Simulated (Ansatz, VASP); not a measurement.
## Two plane-wave programs on Co

```
Co
1.0
     2.49352    0.00000    0.00000
    -1.24676    2.15945    0.00000
     0.00000    0.00000    4.02778
Co
2
Cartesian
  0.0000 1.4396 1.0069
  1.2468 0.7198 3.0208
```

Alike in both runs: task single point; functional PBE; k mesh 4 × 4 × 2; occupations fermi-dirac, width 0.05 eV; collinear spin.

```csv
,VASP,Ansatz
version,VASP 6.6.1,Ansatz 0.2.0
potentials or method,"VASP PAW PBE potentials, release 64 (Co_sv), cutoff 690 eV","plane waves (420 eV) with PAW, scalar-relativistic"
valence electrons in the cell,34,34
```

|  | VASP | Ansatz | Ansatz less VASP |
| --- | --- | --- | --- |
| pressure (GPa) | 0.4 | 2.0 | +1.55 |
| traceless stress, the component that is largest in VASP (GPa) | 3.60 | 3.54 | -0.056 |
| net moment per atom (μB) | 1.69 | 1.69 | 0.000 |
| size of the moment on the site where the two differ most (μB) | 1.73 | 1.74 | +0.012 |

Site moments also hang on the region over which each program counts them.

The k mesh is coarse, so the values compare programs but aren't converged.
